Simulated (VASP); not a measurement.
Write the native input for VASP 6.6.1 that does the following.

```yaml
Task: single point
Functional: PBE
Potentials_or_basis: VASP PAW PBE potentials, release 64 (Co)
Cutoff: 520 eV
k_mesh: 17 × 17 × 10
Occupations: fermi-dirac, width 0.05 eV
Spin: collinear spin, ferromagnetic start
Starting_moments: "[1.7, 1.7] μB"
Dipole_correction: no
Further_INCAR_settings: ALGO = Normal; EDIFF = 1e-06; NBANDS = 20
```

The structure of Co lies in POSCAR:

```
Co
1.0
    2.3908406803      0.0000000000      0.0000000000
   -1.1954203401      2.0705287655      0.0000000000
    0.0000000000      0.0000000000      3.8639856639
Co
2
Direct
    0.3333333333      0.6666666667      0.2500000000
    0.6666666667      0.3333333333      0.7500000000
```

These files were run (other wordings do the same):

INCAR

```
SYSTEM = Co
PREC = Accurate
ENCUT = 520
EDIFF = 1E-6
ISMEAR = -1
SIGMA = 0.05
LREAL = .False.
LASPH = .True.
NELM = 150
ALGO = Normal
ISIF = 2
LWAVE = .False.
LCHARG = .False.
ISPIN = 2
MAGMOM = 1.7 1.7
LORBIT = 11
LMAXMIX = 4
GGA = PE
NBANDS = 20
```

KPOINTS

```
Automatic mesh
0
Gamma
  17 17 10
  0 0 0
```

Potentials or basis: VASP PAW PBE potentials, release 64 (Co).

Run with:

```console
$ cat potpaw_PBE.64/Co/POTCAR > POTCAR
$ mpirun -np 1 vasp_std > vasp.out
```

Results of the run:

* Pressure: 35.0 GPa
* Net moment: 3.00 μB per cell
* Site moments: Co +1.50 μB
* Valence electrons inside the program's atomic spheres: Co 8.55

Caveat: the cell stands under pressure.

Wall time 68 s on 1 thread of Intel(R) Xeon(R) 6975P-C (Granite Rapids) (shared host), peak memory 0.22 GiB.
